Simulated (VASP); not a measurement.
# Si (Cmm2) in VASP: further runs

The runs below take Si through single point, with PBE.

Everything below comes from runs of VASP 6.6.1. Logs are shortened: lines on timing, memory, paths and dates and some standing lists are left out, and cuts for length are marked.

**1. The cell of the first run**

It takes space group Cmm2 (No. 35, orthorhombic). The conventional cell has a = 7.681 Å, b = 7.681 Å, c = 5.431 Å, α = 90.00°, β = 90.00°, γ = 90.00°. Si (site symmetry mm2) has 4 Si at 2.14 to 2.61 Å within 2.8 Å. Within 3.1 Å of Si (site symmetry mm2) lie 4 Si at 2.35 Å. Si (site symmetry 2) has 4 Si at 2.35 Å within 3.1 Å. Within 2.8 Å of Si (site symmetry m) lie 4 Si at 2.14 to 2.35 Å. Si (site symmetry m) has 4 Si at 2.35 to 2.61 Å within 3.1 Å.

**2. Single point, PBE (atom 1 (Si) moved +0.405 Å along Cartesian [0 0 1])**

INCAR reads:

```
SYSTEM = Si
PREC = Accurate
ENCUT = 520
EDIFF = 1E-6
ISMEAR = 0
SIGMA = 0.05
LREAL = .FALSE.
LASPH = .TRUE.
NELM = 100
ALGO = Normal
ISIF = 2
LWAVE = .FALSE.
LCHARG = .FALSE.
GGA = PE
NBANDS = 26
```

KPOINTS reads:

```
regular mesh
0
G
  6 6 6
  0 0 0
```

POSCAR reads:

```
Si
1.0
    5.4309400000      0.0000000000      0.0000000000
    0.0000000000     -5.4309400000      0.0000000000
    0.0000000000      0.0000000000     -5.4309400000
Si
8
Direct
    0.5000000000      0.0000000000     -0.0745727259
    0.0000000000      0.5000000000      0.0000000000
    0.0000000000      0.0000000000      0.5000000000
    0.5000000000      0.5000000000      0.5000000000
    0.7500000000      0.7500000000      0.7500000000
    0.2500000000      0.2500000000      0.7500000000
    0.2500000000      0.7500000000      0.2500000000
    0.7500000000      0.2500000000      0.2500000000
```

Potentials or basis: VASP PAW PBE potentials, release 64 (Si).

Launch:

```bash
$ cat potpaw_PBE.64/Si/POTCAR > POTCAR
$ mpirun -np 1 vasp_std > vasp.out
```

OUTCAR:

```text
SYSTEM = Si
   PREC = Accurate
   ENCUT = 520
   EDIFF = 1E-6
   ISMEAR = 0
   LREAL = .FALSE.
   LASPH = .TRUE.
   NELM = 100
   ISIF = 2
   GGA = PE

 ion  position               nearest neighbor table
   1  0.500  0.000  0.925-   5 2.14   6 2.14   7 2.61   8 2.61
   2  0.000  0.500  0.000-   5 2.35   6 2.35   7 2.35   8 2.35
   3  0.000  0.000  0.500-   5 2.35   6 2.35   7 2.35   8 2.35
   4  0.500  0.500  0.500-   5 2.35   6 2.35   7 2.35   8 2.35
   5  0.750  0.750  0.750-   1 2.14   2 2.35   3 2.35   4 2.35
   6  0.250  0.250  0.750-   1 2.14   2 2.35   3 2.35   4 2.35
   7  0.250  0.750  0.250-   2 2.35   3 2.35   4 2.35   1 2.61
   8  0.750  0.250  0.250-   2 2.35   3 2.35   4 2.35   1 2.61

  LATTYP: Found a simple cubic cell.
 ALAT       =     5.4309400000

  Lattice vectors:

 A1 = (   5.4309400000,   0.0000000000,   0.0000000000)
 A2 = (   0.0000000000,  -5.4309400000,   0.0000000000)
 A3 = (   0.0000000000,   0.0000000000,  -5.4309400000)

Analysis of symmetry for initial positions (statically):
=====================================================================
 Subroutine PRICEL returns:
 Original cell was already a primitive cell.

 Routine SETGRP: Setting up the symmetry group for a
 simple cubic supercell.

 Subroutine GETGRP returns: Found  4 space group operations
 (whereof  2 operations were pure point group operations)
 out of a pool of 48 trial point group operations.

The static configuration has the point symmetry C_2 .
 The point group associated with its full space group is C_2v.

Analysis of symmetry for dynamics (positions and initial velocities):
=====================================================================
 Subroutine PRICEL returns:
 Original cell was already a primitive cell.

 Routine SETGRP: Setting up the symmetry group for a
 simple cubic supercell.

 Subroutine GETGRP returns: Found  4 space group operations
 (whereof  2 operations were pure point group operations)
 out of a pool of 48 trial point group operations.

The dynamic configuration has the point symmetry C_2 .
 The point group associated with its full space group is C_2v.

 Subroutine INISYM returns: Found  4 space group operations
 (whereof  2 operations are pure point group operations),
 and found     1 'primitive' translations

----------------------------------------------------------------------------------------

                                     Primitive cell

  volume of cell :     160.1862

  direct lattice vectors                    reciprocal lattice vectors
     5.430940000  0.000000000  0.000000000     0.184130187  0.000000000  0.000000000
     0.000000000 -5.430940000  0.000000000     0.000000000 -0.184130187  0.000000000
     0.000000000  0.000000000 -5.430940000     0.000000000  0.000000000 -0.184130187

  length of vectors
     5.430940000  5.430940000  5.430940000     0.184130187  0.184130187  0.184130187

  position of ions in fractional coordinates (direct lattice)
     0.500000000  0.000000000  0.925427274
     0.000000000  0.500000000  0.000000000
     0.000000000  0.000000000  0.500000000
     0.500000000  0.500000000  0.500000000
     0.750000000  0.750000000  0.750000000
     0.250000000  0.250000000  0.750000000
     0.250000000  0.750000000  0.250000000
     0.750000000  0.250000000  0.250000000

  ion indices of the primitive-cell ions
   primitive index   ion index
                 1           1
                 2           2
                 3           3
                 4           4
                 5           5
                 6           6
                 7           7
                 8           8

----------------------------------------------------------------------------------------

 KPOINTS: regular mesh

Automatic generation of k-mesh.
 Grid dimensions read from file:
 generate k-points for:    6    6    6

 Generating k-lattice:

  Cartesian coordinates                     Fractional coordinates (reciprocal lattice)
     0.030688365  0.000000000  0.000000000     0.166666667  0.000000000  0.000000000
     0.000000000 -0.030688365  0.000000000     0.000000000  0.166666667  0.000000000
     0.000000000  0.000000000 -0.030688365     0.000000000  0.000000000  0.166666667

  Length of vectors
     0.030688365  0.030688365  0.030688365

  Shift w.r.t. Gamma in fractional coordinates (k-lattice)
     0.000000000  0.000000000  0.000000000

 Subroutine IBZKPT returns following result:
 ===========================================

 Found     52 irreducible k-points:

 Following reciprocal coordinates:
            Coordinates               Weight
  0.000000  0.000000  0.000000      1.000000
  0.166667  0.000000  0.000000      4.000000
  0.000000  0.000000  0.166667      2.000000
  0.333333  0.000000  0.000000      4.000000
  0.000000  0.000000  0.333333      2.000000
  0.500000  0.000000  0.000000      2.000000
[... 16 lines left out ...]
  0.333333  0.000000  0.500000      4.000000
  0.500000  0.500000  0.000000      1.000000
 [... further k-points ...]
   k-points           NKPTS =     52   k-points in BZ     NKDIM =     52   number of bands    NBANDS=     26
   number of dos      NEDOS =    301   number of ions     NIONS =      8
   total plane-waves  NPLWV =  64000
   dimension x,y,z NGX =    40 NGY =   40 NGZ =   40
   dimension x,y,z NGXF=    80 NGYF=   80 NGZF=   80
   ions per type =               8
   NGX,Y,Z   is equivalent  to a cutoff of  12.24, 12.24, 12.24 a.u.
   NGXF,Y,Z  is equivalent  to a cutoff of  24.49, 24.49, 24.49 a.u.
 SYSTEM =  Si
   PREC   = accura    normal or accurate (medium, high low for compatibility)
   ISTART =      0    job   : 0-new  1-cont  2-samecut
   ICHARG =      2    charge: 1-file 2-atom 10-const
   ISPIN  =      1    spin polarized calculation?
   LNONCOLLINEAR =      F non collinear calculations
   LSORBIT =      F    spin-orbit coupling
   LASPH  =      T    aspherical Exc in radial PAW
   ENCUT  =  520.0 eV  38.22 Ry    6.18 a.u.  10.10 10.10 10.10*2*pi/ulx,y,z
   NELM   =    100;   NELMIN=  2; NELMDL= -5     # of ELM steps
   EDIFF  = 0.1E-05   stopping-criterion for ELM
   LREAL  =      F    real-space projection
   EDIFFG = 0.1E-04   stopping-criterion for IOM
   NSW    =      0    number of steps for IOM
   IBRION =     -1    ionic relax: 0-MD 1-quasi-New 2-CG
   NFREE  =      0    steps in history (QN), initial steepest desc. (CG)
   ISIF   =      2    stress and relaxation
   ISYM   =      2    0-nonsym 1-usesym 2-fastsym
   POTIM  = 0.5000    time-step for ionic-motion
   TEBEG  =    0.0;   TEEND  =   0.0 temperature during run
   PSTRESS=    0.0 pullay stress
   NELECT =      32.0000    total number of electrons
   NUPDOWN=      -1.0000    fix difference up-down
   EMIN   =  10.00;   EMAX   =-10.00  energy-range for DOS
   EFERMI =   0.00;   METHOD = LEGACY
   ISMEAR =     0;   SIGMA  =   0.05  broadening in eV -4-tet -1-fermi 0-gaus
   EFERMI_NEDOS =   21; number of points for ismear=-14 and -15
   IALGO  =     38    algorithm
   IMIX   =      4    mixing-type and parameters
     AMIX     =   0.40;   BMIX     =  1.00
     AMIX_MAG =   1.60;   BMIX_MAG =  1.00
  volume/ion in A,a.u.               =      20.02       135.12
  Fermi-wavevector in a.u.,A,eV,Ry     =   0.957010  1.808487 12.461143  0.915868
  Thomas-Fermi vector in A             =   2.085990
   LORBIT       =      0    0 simple, 1 ext, 2 COOP (PROOUT), +10 PAW based schemes
   GGA     = PE    functional components
   LHFCALC =     F    Hartree Fock is set to
   AEXX    =    0.0000 exact exchange contribution
   IVDW    =     0    specifies the selected vdW correction
   LEPSILON=     F    determine dielectric tensor
   LRPA    =     F    only Hartree local field effects (RPA)
 non-spin polarized calculation
 Gauss-broadening in eV      SIGMA  =   0.05
  energy-cutoff  :      520.00
  volume of cell :      160.19
 maximum number of plane-waves:      4337
   NGX = 21   NGY = 21   NGZ = 21

 number of electron      32.0000004 magnetization

 Free energy of the ion-electron system (eV)
  ---------------------------------------------------
  ext. energy  EPLUGINS =         0.00000000
  ---------------------------------------------------
  free energy    TOTEN  =       -42.31697693 eV

  energy without entropy =      -42.31651806  energy(sigma->0) =      -42.31674749

 E-fermi :   6.1836     XC(G=0):  -9.4140

 val. band max:        6.1565333012   @ k =  -0.1667   0.1667   0.0000
 cond. band min:       6.2216173675   @ k =   0.0000   0.0000   0.1667
 fundamental gap:      0.0650840663
 Fermi energy:         6.1836170260

 k-point     1 :       0.0000    0.0000    0.0000
  band No.  band energies     occupation
      1      -6.2225      2.00000
      2      -2.6134      2.00000
      3      -2.3787      2.00000
      4      -2.0245      2.00000
      5      -2.0172      2.00000
      6      -1.7544      2.00000
[... 18 lines left out ...]
     25       8.6952      0.00000
     26       9.0983      0.00000

 k-point     2 :       0.1667    0.0000    0.0000
  band No.  band energies     occupation
      1      -6.1020      2.00000
      2      -3.3584      2.00000
      3      -2.4065      2.00000
      4      -2.0403      2.00000
      5      -1.9852      2.00000
      6      -1.4705      2.00000
[... 18 lines left out ...]
     25       9.1120      0.00000
     26       9.7277      0.00000

 k-point     3 :       0.0000    0.0000    0.1667
  band No.  band energies     occupation
      1      -6.1089      2.00000
      2      -3.3127      2.00000
      3      -2.3499      2.00000
      4      -2.0331      2.00000
      5      -1.9796      2.00000
      6      -1.7081      2.00000
[... 572 lines left out ...]
 k-point    23 :       0.3333    0.0000    0.5000
  band No.  band energies     occupation
      1      -5.0267      2.00000
      2      -4.3610      2.00000
      3      -3.7346      2.00000
      4      -3.1527      2.00000
      5      -0.5746      2.00000
      6      -0.4237      2.00000
[... 18 lines left out ...]
     25      10.5802      0.00000
     26      10.8554      0.00000

 k-point    24 :       0.5000    0.5000    0.0000
  band No.  band energies     occupation
      1      -4.4695      2.00000
      2      -4.2728      2.00000
      3      -4.0179      2.00000
      4      -3.9256      2.00000
      5       0.0288      2.00000
      6       0.0480      2.00000
[... 18 lines left out ...]
     25      10.7200      0.00000
     26      10.9972      0.00000

 [... further k-points ...]

------------------------ aborting loop because EDIFF is reached ----------------------------------------

  FORCE on cell =-STRESS in cart. coord.  units (eV):
  Direction    XX          YY          ZZ          XY          YZ          ZX
  --------------------------------------------------------------------------------------
  -------------------------------------------------------------------------------------
  Total        4.4751047      4.4751047      1.4371749      4.4791058      0.0000000      0.0000000
  in kB       44.7598655     44.7598655     14.3745804     44.7998836      0.0000000      0.0000000
  external PRESSURE =      34.6314372 kB  Pullay stress =       0.0000000 kB

 VOLUME and BASIS-vectors are now :
 -----------------------------------------------------------------------------
  energy-cutoff  :      520.00
  volume of cell :      160.19
      direct lattice vectors                 reciprocal lattice vectors
     5.430940000  0.000000000  0.000000000     0.184130187  0.000000000  0.000000000
     0.000000000 -5.430940000  0.000000000     0.000000000 -0.184130187  0.000000000
     0.000000000  0.000000000 -5.430940000     0.000000000  0.000000000 -0.184130187

 POSITION                                       TOTAL-FORCE (eV/Angst)
 -----------------------------------------------------------------------------------
      2.71547      0.00000     -5.02594         0.000000      0.000000     -4.940657
      0.00000     -2.71547      0.00000         0.000000      0.000000     -0.624386
      0.00000      0.00000     -2.71547         0.000000      0.000000      0.362192
      2.71547     -2.71547     -2.71547         0.000000      0.000000      0.362192
      4.07320     -4.07320     -4.07320         1.508466      1.508466      1.419617
      1.35773     -1.35773     -4.07320        -1.508466     -1.508466      1.419617
      1.35773     -4.07320     -1.35773         0.580221     -0.580221      1.000712
      4.07320     -1.35773     -1.35773        -0.580221      0.580221      1.000712
 -----------------------------------------------------------------------------------
    total drift:                                0.000000     -0.000000      0.000014

  FREE ENERGIE OF THE ION-ELECTRON SYSTEM (eV)
  ---------------------------------------------------
  free  energy   TOTEN  =       -42.3169769266 eV

  energy  without entropy=      -42.3165180564  energy(sigma->0) =      -42.31674749
```

Run time: 94 s. Hardware: 1 thread of Intel Xeon 6455B, shared host; peak memory 0.32 GiB.

Results:

```
Free energy            : -42.3170 eV
Pressure               : 3.5 GPa
Largest force          : 4.941 eV/Å
Band gap on the k mesh : 0.07 eV (least direct gap 0.32 eV)
```

Forces on the atoms (eV/Å):
```
Si   0.000  0.000 -4.941
Si   0.000  0.000 -0.624
Si   0.000  0.000  0.362
Si   0.000  0.000  0.362
Si   1.508  1.508  1.420
Si  -1.508 -1.508  1.420
Si   0.580 -0.580  1.001
Si  -0.580  0.580  1.001
```

Stress tensor (GPa, compression positive):
```
4.48 4.48 0.00
4.48 4.48 0.00
0.00 0.00 1.44
```

Caveat: the cell differs from its parent crystal (atom 1 (Si) moved +0.405 Å along Cartesian [0 0 1]); the cell stands under pressure; forces of over 1 eV/Å act on the atoms, so gaps and moduli don't describe the material at rest.

**3. Single point, PBE (atom 1 (Si) moved +0.315 Å along Cartesian [0 0 1])**

INCAR reads:

```
PREC     = Accurate       # precision mode
ENCUT    = 520            # plane-wave cutoff, eV
EDIFF    = 1E-7           # SCF threshold, eV
ISMEAR   = 0              # smearing method
SIGMA    = 0.05           # smearing width, eV
LREAL    = False          # projectors in reciprocal space
LASPH    = True           # aspherical terms in the spheres
NELM     = 60             # most SCF steps
ALGO     = Normal         # electronic algorithm
ISIF     = 2              # what is computed and relaxed
LWAVE    = False          # write WAVECAR
LCHARG   = True           # write CHGCAR
GGA      = PE             # functional
LELF     = True           # ELF
LVHAR    = True         
NBANDS   = 26             # bands
```

KPOINTS reads:

```
regular mesh
0
Gamma
  6 6 6
```

POSCAR, as its differences from that of step 2:

```diff
@@ -8,3 +8,3 @@
 Direct
-    0.5000000000      0.0000000000     -0.0745727259
+    0.5000000000      0.0000000000     -0.0580010090
     0.0000000000      0.5000000000      0.0000000000
```

Potentials or basis: VASP PAW PBE potentials, release 64 (Si).

Launch:

```bash
$ cat potpaw_PBE.64/Si/POTCAR > POTCAR
$ mpirun -np 1 vasp_std > vasp.out
```

Wall time 3 min (1 thread of Intel Xeon 6455B, shared host); peak memory 0.32 GiB.

It converged, with:

- Free energy: -42.7218 eV
- Pressure: 2.9 GPa
- Largest force: 4.027 eV/Å
- Band gap on the k mesh: 0.22 eV (least direct gap 0.27 eV)

Forces on the atoms (eV/Å):
```
Si   0.000  0.000 -4.027
Si   0.000  0.000 -0.509
Si   0.000  0.000  0.284
Si   0.000  0.000  0.284
Si   1.091  1.091  1.128
Si  -1.091 -1.091  1.128
Si   0.514 -0.514  0.856
Si  -0.514  0.514  0.856
```

Stress tensor (GPa, compression positive):
```
3.50 3.35 0.00
3.35 3.50 0.00
0.00 0.00 1.65
```

Levels at points of the mesh, in eV from the valence-band top:
| k point | band 13 | band 14 | band 15 | band 16 | band 17 | band 18 | band 19 | band 20 |
| --- | --- | --- | --- | --- | --- | --- | --- | --- |
| (0.00, 0.00, 0.00) | -2.89 | -0.58 | -0.30 | -0.03 | 0.23 | 0.26 | 0.46 | 0.49 |
| (0.50, 0.00, 0.00) | -2.15 | -2.14 | -2.01 | -1.96 | 0.84 | 0.84 | 2.72 | 2.73 |
| (0.00, 0.00, 0.50) | -2.65 | -2.32 | -2.00 | -1.67 | 0.66 | 0.95 | 2.82 | 3.06 |
| (0.50, 0.50, 0.00) | -2.10 | -1.66 | -1.53 | -1.11 | 1.76 | 2.13 | 2.19 | 2.62 |
| (0.00, 0.50, 0.50) | -1.76 | -1.60 | -1.46 | -1.29 | 1.98 | 2.06 | 2.19 | 2.25 |
| (0.50, 0.50, 0.50) | -1.44 | -1.39 | -1.19 | -0.81 | 1.15 | 1.20 | 1.27 | 1.35 |

Caveat: the cell differs from its parent crystal (atom 1 (Si) moved +0.315 Å along Cartesian [0 0 1]); forces of over 1 eV/Å act on the atoms, so gaps and moduli don't describe the material at rest. A k mesh can miss the band edges.

**4. Single point, PBE (atom 1 (Si) moved +0.225 Å along Cartesian [0 0 1])**

INCAR reads:

```
ALGO = Normal ; EDIFF = 1E-6
ENCUT = 520 ; GGA = PE
ISIF = 2 ; ISMEAR = 0
LASPH = True ; LCHARG = False
LREAL = False ; LWAVE = False
NBANDS = 26 ; NELM = 80
PREC = Accurate ; SIGMA = 0.05
```

KPOINTS reads:

```
k-points
0
Gamma
  6 6 6
```

POSCAR, as its differences from that of step 3:

```diff
@@ -8,3 +8,3 @@
 Direct
-    0.5000000000      0.0000000000     -0.0580010090
+    0.5000000000      0.0000000000     -0.0414292922
     0.0000000000      0.5000000000      0.0000000000
```

Launch:

```bash
$ cat potpaw_PBE.64/Si/POTCAR > POTCAR
$ mpirun -np 1 vasp_std > vasp.out
```

It took 3.1 min on 1 thread of Intel Xeon 6455B, shared host; peak memory 0.31 GiB.

The run converged. Its results:

```
Free energy            : -43.0378 eV
Pressure               : 2.4 GPa
Largest force          : 2.978 eV/Å
Band gap on the k mesh : 0.24 eV
```

Forces in eV/Å, atoms in the order of the input:
```
Si   0.000  0.000 -2.978
Si   0.000  0.000 -0.379
Si   0.000  0.000  0.206
Si   0.000  0.000  0.206
Si   0.717  0.717  0.809
Si  -0.717 -0.717  0.809
Si   0.416 -0.416  0.664
Si  -0.416  0.416  0.664
```

Stress tensor (GPa, compression positive):
```
2.75 2.32 0.00
2.32 2.75 0.00
0.00 0.00 1.78
```

Levels at points of the mesh, in eV from the valence-band top:
```csv
k point,band 12,band 13,band 14,band 15,band 16,band 17,band 18,band 19,band 20,band 21
"(0.00, 0.00, 0.00)",-3.07,-2.94,-0.49,-0.26,0.00,0.24,0.30,0.47,0.48,0.62
"(0.50, 0.00, 0.00)",-3.68,-2.14,-2.13,-2.07,-2.04,0.87,0.87,2.81,2.81,3.75
"(0.00, 0.00, 0.50)",-3.65,-2.49,-2.26,-2.03,-1.79,0.75,0.95,2.83,3.01,3.81
"(0.50, 0.50, 0.00)",-3.88,-1.94,-1.63,-1.53,-1.22,1.89,2.17,2.21,2.52,4.27
"(0.00, 0.50, 0.50)",-3.89,-1.71,-1.58,-1.51,-1.37,2.07,2.13,2.21,2.25,4.32
"(0.50, 0.50, 0.50)",-1.46,-1.43,-1.40,-1.27,-0.98,1.22,1.24,1.29,1.34,2.77
```

Caveat: the cell differs from its parent crystal (atom 1 (Si) moved +0.225 Å along Cartesian [0 0 1]); forces of over 1 eV/Å act on the atoms, so gaps and moduli don't describe the material at rest. A k mesh can miss the band edges.

[end of part 1 of 2]
